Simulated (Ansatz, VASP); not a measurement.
## Two plane-wave programs on Li

```
CELL_PARAMETERS angstrom
0.00000 -2.09548 -2.09548
0.00000 2.09548 -2.09548
4.19096 0.00000 0.00000
ATOMIC_POSITIONS crystal
Li 0.57604 0.47464 0.50000
Li 0.92396 0.02536 0.00000
```

Change from the starting cell: mode 4 frozen in at -0.212 Å and mode 5 at -0.106 Å (largest displacements).

Alike in both runs: task single point; functional PBEsol; dispersion D3(BJ); k mesh 16 × 16 × 10; occupations gaussian, width 0.15 eV; no spin polarisation.

|  | VASP | Ansatz |
| --- | --- | --- |
| version | VASP 6.6.1 | Ansatz 0.2.0 |
| potentials or method | VASP PAW PBE potentials, release 64 (Li_sv), cutoff 520 eV | scalar-relativistic, plane waves, PAW |
| valence electrons in the cell | 6 | 6 |

Ansatz gave:

| Property | Result |
| --- | --- |
| gap on the k mesh at the Fermi level (eV) | none |
| rms of the force components (eV/Å) | 0.199 |

**Question.** Which values does VASP return?

**Answer.** gap on the k mesh at the Fermi level (eV): none; rms of the force components (eV/Å): 0.198.

VASP's potentials were made for PBE, not for PBEsol. Atom by atom the forces differ by 0.000 eV/Å (rms over components). A gap of «none» marks a metal or a gap that the smearing closes.

Noted on VASP's run: the cutoff is under 1.25 times that of the potentials, so the pressure is a little rough.
